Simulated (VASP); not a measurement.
# MgS (P6_3mc) in VASP: a series of runs

The runs below take MgS through relaxation of the atoms, with PBEsol.

Everything below comes from runs of VASP 6.6.1. Logs are shortened: lines on timing, memory, paths and dates and some standing lists are left out, and cuts for length are marked.

### 1 The cell of the first run

The structure is hexagonal, space group P6_3mc (No. 186). The conventional cell has a = 4.075 Å, b = 4.075 Å, c = 6.432 Å, α = 90.00°, β = 90.00°, γ = 120.00°. Within 3.3 Å of S (site symmetry 3m) lie 4 Mg at 2.47 Å. Within 3.3 Å of Mg (site symmetry 3m) lie 4 S at 2.47 Å.

### 2 Relaxation of the atoms, PBEsol

File INCAR:

```
ALGO = Normal
EDIFF = 1E-6
EDIFFG = -0.01
ENCUT = 520
GGA = PS
IBRION = 2
ISIF = 2
ISMEAR = -1
LASPH = T
LCHARG = F
LREAL = F
LWAVE = F
NELM = 80
NSW = 60
PREC = Accurate
SIGMA = 0.05
```

File KPOINTS:

```
k-points
0
Gamma
  6 6 4
```

File POSCAR:

```
MgS
1.0
    4.0749686309      0.0000000000      0.0000000000
   -2.0374843154      3.5290263540      0.0000000000
    0.0000000000      0.0000000000      6.4322941800
S Mg
2 2
Direct
    0.6666666667      0.3333333333      0.8792441500
    0.3333333333      0.6666666667      0.3792441500
    0.3333333333      0.6666666667      0.9957548500
    0.6666666667      0.3333333333      0.4957548500
```

Potentials or basis: VASP PAW PBE potentials, release 64 (S, Mg).

Run with:

```console
$ cat potpaw_PBE.64/S/POTCAR potpaw_PBE.64/Mg/POTCAR > POTCAR
$ mpirun -np 1 vasp_std > vasp.out
```

OUTCAR:

```text
EDIFF = 1E-6
   EDIFFG = -0.01
   ENCUT = 520
   GGA = PS
   IBRION = 2
   ISIF = 2
   ISMEAR = -1
   LASPH = T
   LREAL = F
   NELM = 80
   NSW = 60
   PREC = Accurate

 ion  position               nearest neighbor table
   1  0.667  0.333  0.879-   4 2.47   3 2.47   3 2.47   3 2.47
   2  0.333  0.667  0.379-   3 2.47   4 2.47   4 2.47   4 2.47
   3  0.333  0.667  0.996-   2 2.47   1 2.47   1 2.47   1 2.47
   4  0.667  0.333  0.496-   1 2.47   2 2.47   2 2.47   2 2.47

  LATTYP: Found a hexagonal cell.
 ALAT       =     4.0749686309
 C/A-ratio  =     1.5784892505

  Lattice vectors:

 A1 = (   4.0749686309,   0.0000000000,   0.0000000000)
 A2 = (  -2.0374843154,   3.5290263540,   0.0000000000)
 A3 = (   0.0000000000,   0.0000000000,   6.4322941800)

Analysis of symmetry for initial positions (statically):
=====================================================================
 Subroutine PRICEL returns:
 Original cell was already a primitive cell.

 Routine SETGRP: Setting up the symmetry group for a
 hexagonal supercell.

 Subroutine GETGRP returns: Found 12 space group operations
 (whereof  6 operations were pure point group operations)
 out of a pool of 24 trial point group operations.

The static configuration has the point symmetry C_3v.
 The point group associated with its full space group is C_6v.

Analysis of symmetry for dynamics (positions and initial velocities):
=====================================================================
 Subroutine PRICEL returns:
 Original cell was already a primitive cell.

 Routine SETGRP: Setting up the symmetry group for a
 hexagonal supercell.

 Subroutine GETGRP returns: Found 12 space group operations
 (whereof  6 operations were pure point group operations)
 out of a pool of 24 trial point group operations.

The dynamic configuration has the point symmetry C_3v.
 The point group associated with its full space group is C_6v.

 Subroutine INISYM returns: Found 12 space group operations
 (whereof  6 operations are pure point group operations),
 and found     1 'primitive' translations

----------------------------------------------------------------------------------------

                                     Primitive cell

  volume of cell :      92.5007

  direct lattice vectors                    reciprocal lattice vectors
     4.074968631  0.000000000  0.000000000     0.245400662  0.141682138  0.000000000
    -2.037484315  3.529026354  0.000000000     0.000000000  0.283364277  0.000000000
     0.000000000  0.000000000  6.432294180     0.000000000  0.000000000  0.155465526

  length of vectors
     4.074968631  4.074968631  6.432294180     0.283364277  0.283364277  0.155465526

  position of ions in fractional coordinates (direct lattice)
     0.666666667  0.333333333  0.879244150
     0.333333333  0.666666667  0.379244150
     0.333333333  0.666666667  0.995754850
     0.666666667  0.333333333  0.495754850

  ion indices of the primitive-cell ions
   primitive index   ion index
                 1           1
                 2           2
                 3           3
                 4           4

----------------------------------------------------------------------------------------

 KPOINTS: k-points

Automatic generation of k-mesh.
 Grid dimensions read from file:
 generate k-points for:    6    6    4

 Generating k-lattice:

  Cartesian coordinates                     Fractional coordinates (reciprocal lattice)
     0.040900110  0.023613690  0.000000000     0.166666667  0.000000000  0.000000000
     0.000000000  0.047227379  0.000000000     0.000000000  0.166666667  0.000000000
     0.000000000  0.000000000  0.038866382     0.000000000  0.000000000  0.250000000

  Length of vectors
     0.047227379  0.047227379  0.038866382

  Shift w.r.t. Gamma in fractional coordinates (k-lattice)
     0.000000000  0.000000000  0.000000000

 Subroutine IBZKPT returns following result:
 ===========================================

 Found     21 irreducible k-points:

 Following reciprocal coordinates:
            Coordinates               Weight
  0.000000  0.000000  0.000000      1.000000
  0.166667 -0.000000  0.000000      6.000000
  0.333333 -0.000000  0.000000      6.000000
  0.500000 -0.000000  0.000000      3.000000
  0.166667  0.166667  0.000000      6.000000
  0.333333  0.166667  0.000000     12.000000
[... 13 lines left out ...]
  0.333333  0.166667  0.500000     12.000000
  0.333333  0.333333  0.500000      2.000000
   k-points           NKPTS =     21   k-points in BZ     NKDIM =     21   number of bands    NBANDS=     12
   number of dos      NEDOS =    301   number of ions     NIONS =      4
   total plane-waves  NPLWV =  43200
   dimension x,y,z NGX =    30 NGY =   30 NGZ =   48
   dimension x,y,z NGXF=    60 NGYF=   60 NGZF=   96
   ions per type =               2   2
   NGX,Y,Z   is equivalent  to a cutoff of  12.24, 12.24, 12.41 a.u.
   NGXF,Y,Z  is equivalent  to a cutoff of  24.48, 24.48, 24.81 a.u.
 SYSTEM =  unknown system
   PREC   = accura    normal or accurate (medium, high low for compatibility)
   ISTART =      0    job   : 0-new  1-cont  2-samecut
   ICHARG =      2    charge: 1-file 2-atom 10-const
   ISPIN  =      1    spin polarized calculation?
   LNONCOLLINEAR =      F non collinear calculations
   LSORBIT =      F    spin-orbit coupling
   LASPH  =      T    aspherical Exc in radial PAW
   ENCUT  =  520.0 eV  38.22 Ry    6.18 a.u.   7.58  7.58 11.96*2*pi/ulx,y,z
   NELM   =     80;   NELMIN=  2; NELMDL= -5     # of ELM steps
   EDIFF  = 0.1E-05   stopping-criterion for ELM
   LREAL  =      F    real-space projection
   EDIFFG = -.1E-01   stopping-criterion for IOM
   NSW    =     60    number of steps for IOM
   IBRION =      2    ionic relax: 0-MD 1-quasi-New 2-CG
   NFREE  =      1    steps in history (QN), initial steepest desc. (CG)
   ISIF   =      2    stress and relaxation
   ISYM   =      2    0-nonsym 1-usesym 2-fastsym
   POTIM  = 0.5000    time-step for ionic-motion
   TEBEG  =    0.0;   TEEND  =   0.0 temperature during run
   PSTRESS=    0.0 pullay stress
   NELECT =      16.0000    total number of electrons
   NUPDOWN=      -1.0000    fix difference up-down
   EMIN   =  10.00;   EMAX   =-10.00  energy-range for DOS
   EFERMI =   0.00;   METHOD = LEGACY
   ISMEAR =    -1;   SIGMA  =   0.05  broadening in eV -4-tet -1-fermi 0-gaus
   EFERMI_NEDOS =   21; number of points for ismear=-14 and -15
   IALGO  =     38    algorithm
   IMIX   =      4    mixing-type and parameters
     AMIX     =   0.40;   BMIX     =  1.00
     AMIX_MAG =   1.60;   BMIX_MAG =  1.00
  volume/ion in A,a.u.               =      23.13       156.06
  Fermi-wavevector in a.u.,A,eV,Ry     =   0.912150  1.723714 11.320298  0.832018
  Thomas-Fermi vector in A             =   2.036513
   LORBIT       =      0    0 simple, 1 ext, 2 COOP (PROOUT), +10 PAW based schemes
   GGA     = PS    functional components
   LHFCALC =     F    Hartree Fock is set to
   AEXX    =    0.0000 exact exchange contribution
   IVDW    =     0    specifies the selected vdW correction
   LEPSILON=     F    determine dielectric tensor
   LRPA    =     F    only Hartree local field effects (RPA)
 conjugate gradient relaxation of ions
 non-spin polarized calculation
  energy-cutoff  :      520.00
  volume of cell :       92.50
 maximum number of plane-waves:      2512
   NGX = 15   NGY = 15   NGZ = 23

--------------------------------------- Ionic step        1  -------------------------------------------

 number of electron      16.0000000 magnetization

 Free energy of the ion-electron system (eV)
  ---------------------------------------------------
  ext. energy  EPLUGINS =         0.00000000
  ---------------------------------------------------
  free energy    TOTEN  =       -17.85981944 eV

  energy without entropy =      -17.85981944  energy(sigma->0) =      -17.85981944

------------------------ aborting loop because EDIFF is reached ----------------------------------------

  FORCE on cell =-STRESS in cart. coord.  units (eV):
  Direction    XX          YY          ZZ          XY          YZ          ZX
  --------------------------------------------------------------------------------------
  -------------------------------------------------------------------------------------
  Total       -0.9864574     -0.9864574     -0.6128514     -0.0000000      0.0000000      0.0000000
  in kB      -17.0861349    -17.0861349    -10.6150168     -0.0000000      0.0000000      0.0000000
  external PRESSURE =     -14.9290955 kB  Pullay stress =       0.0000000 kB
[... 61 lines left out ...]
  energy  without entropy=      -17.8598805774  energy(sigma->0) =      -17.85988058

--------------------------------------- Ionic step        3  -------------------------------------------

 number of electron      16.0000000 magnetization

 Free energy of the ion-electron system (eV)
  ---------------------------------------------------
  ext. energy  EPLUGINS =         0.00000000
  ---------------------------------------------------
  free energy    TOTEN  =       -17.85990525 eV

  energy without entropy =      -17.85990525  energy(sigma->0) =      -17.85990525

 E-fermi :   2.0283     XC(G=0):  -8.4927

 val. band max:        1.0361607739   @ k =   0.0000   0.0000   0.0000
 cond. band min:       4.1886750514   @ k =   0.0000   0.0000   0.0000
 fundamental gap:      3.1525142775
 Fermi energy:         2.0283042103

 k-point     1 :       0.0000    0.0000    0.0000
  band No.  band energies     occupation
      1     -10.3327      2.00000
      2      -9.6041      2.00000
      3      -2.1859      2.00000
      4       0.4115      2.00000
      5       0.4115      2.00000
      6       0.8448      2.00000
      7       0.8448      2.00000
      8       1.0362      2.00000
      9       4.1887      0.00000
     10       5.4569      0.00000
     11       8.3183      0.00000
     12       8.3183      0.00000
[... 329 lines left out ...]
  FREE ENERGIE OF THE ION-ELECTRON SYSTEM (eV)
  ---------------------------------------------------
  free  energy   TOTEN  =       -17.8599052487 eV

  energy  without entropy=      -17.8599052487  energy(sigma->0) =      -17.85990525

 reached required accuracy - stopping structural energy minimisation
```

Wall time 20 s (1 thread of Intel Xeon Platinum 8488C (Sapphire Rapids), shared host); peak memory 0.2 GiB.

What came out:

* Free energy: -17.8599 eV
* Energy gained by relaxing: 0.0 meV/atom
* Ionic steps: 3
* Pressure after relaxing: -1.5 GPa
* Band gap on the k mesh: 3.15 eV

Final structure:
```xyz
4
Lattice="4.0750 0.0000 0.0000 -2.0375 3.5290 0.0000 0.0000 0.0000 6.4323" Properties=species:S:1:pos:R:3 pbc="T T T"
S     2.0375    1.1763    5.6577
S     0.0000    2.3527    2.4416
Mg    0.0000    2.3527    6.4028
Mg    2.0375    1.1763    3.1867
```

Levels at points of the mesh, in eV from the valence-band top:
```
           k point  band 5  band 6  band 7  band 8  band 9  band 10  band 11  band 12
(0.00, 0.00, 0.00)   -0.62   -0.19   -0.19    0.00    3.15     4.42     7.28     7.28
(0.50, 0.00, 0.00)   -1.90   -1.29   -0.95   -0.49    4.52     5.04     5.61     7.32
(0.00, 0.00, 0.50)   -0.42   -0.42   -0.42   -0.42    4.64     4.64     7.43     7.43
(0.50, 0.00, 0.50)   -0.93   -0.93   -0.81   -0.81    4.46     4.46     6.15     6.15
```

Caveat: the PAW data sets were made with another functional, which shifts forces and pressure a little.

### 3 Relaxation of the atoms, PBEsol

This run uses another cell than the first one, of 23.59 Å³/atom.

File INCAR:

```
SYSTEM = MgS
PREC     = Accurate       ! precision mode
ENCUT    = 520            ! plane-wave cutoff, eV
EDIFF    = 1E-6           ! SCF threshold, eV
ISMEAR   = -1             ! smearing method
SIGMA    = 0.05           ! smearing width, eV
LREAL    = .FALSE.        ! projectors in reciprocal space
LASPH    = .TRUE.         ! aspherical terms in the spheres
NELM     = 80             ! most SCF steps
ALGO     = Normal         ! electronic algorithm
ISIF     = 2              ! what is computed and relaxed
LWAVE    = .FALSE.        ! write WAVECAR
LCHARG   = .FALSE.        ! write CHGCAR
GGA      = PS             ! functional
IBRION   = 2              ! ionic algorithm
NSW      = 60             ! ionic steps
EDIFFG   = -0.01          ! ionic threshold
```

File KPOINTS:

```
regular mesh
0
G
  6 6 4
  0 0 0
```

Changes to POSCAR since step 2:

```diff
@@ -2,4 +2,4 @@
 1.0
-    4.0749686309      0.0000000000      0.0000000000
-   -2.0374843154      3.5290263540      0.0000000000
+    4.1153148549      0.0000000000      0.0000000000
+   -2.0576574275      3.5639672090      0.0000000000
     0.0000000000      0.0000000000      6.4322941800
```

Potentials or basis: VASP PAW PBE potentials, release 64 (S, Mg).

Run with:

```console
$ cat potpaw_PBE.64/S/POTCAR potpaw_PBE.64/Mg/POTCAR > POTCAR
$ mpirun -np 1 vasp_std > vasp.out
```

It took 23 s on 1 thread of Intel Xeon Platinum 8488C (Sapphire Rapids), shared host; peak memory 0.22 GiB.

The run converged. Its results:

```
Free energy               : -17.8341 eV
Energy gained by relaxing : 0.3 meV/atom
Ionic steps               : 3
Pressure after relaxing   : -2.5 GPa
Band gap on the k mesh    : 3.03 eV
```

Forces on the atoms (eV/Å):
```
S    0.000  0.000  0.002
S    0.000  0.000  0.002
Mg   0.000  0.000 -0.002
Mg   0.000  0.000 -0.002
```

Stress tensor (GPa, compression positive):
```
-2.85  0.00  0.00
 0.00 -2.85  0.00
 0.00  0.00 -1.89
```

Step by step:
| step | energy change (eV) | largest force (eV/Å) | pressure (GPa) |
| --- | --- | --- | --- |
| 1 | 0.0000 | 0.0756 | -2.49 |
| 2 | -0.0009 | 0.0414 | -2.51 |
| 3 | -0.0012 | 0.0020 | -2.53 |

Final structure:
```xyz
4
Lattice="4.1153 0.0000 0.0000 -2.0577 3.5640 0.0000 0.0000 0.0000 6.4323" Properties=species:S:1:pos:R:3 pbc="T T T"
S     2.0577    1.1880    5.6636
S     0.0000    2.3760    2.4475
Mg    0.0000    2.3760    6.3969
Mg    2.0577    1.1880    3.1808
```

Levels at points of the mesh, in eV from the valence-band top:
```
           k point  band 5  band 6  band 7  band 8  band 9  band 10  band 11  band 12
(0.00, 0.00, 0.00)   -0.67   -0.23   -0.23    0.00    3.03     4.28     7.17     7.17
(0.50, 0.00, 0.00)   -1.89   -1.31   -0.95   -0.51    4.45     5.01     5.54     7.25
(0.00, 0.00, 0.50)   -0.46   -0.46   -0.46   -0.46    4.51     4.51     7.32     7.32
(0.50, 0.00, 0.50)   -0.95   -0.95   -0.80   -0.80    4.42     4.42     6.10     6.10
```

Caveat: the PAW data sets were made with another functional, which shifts forces and pressure a little.
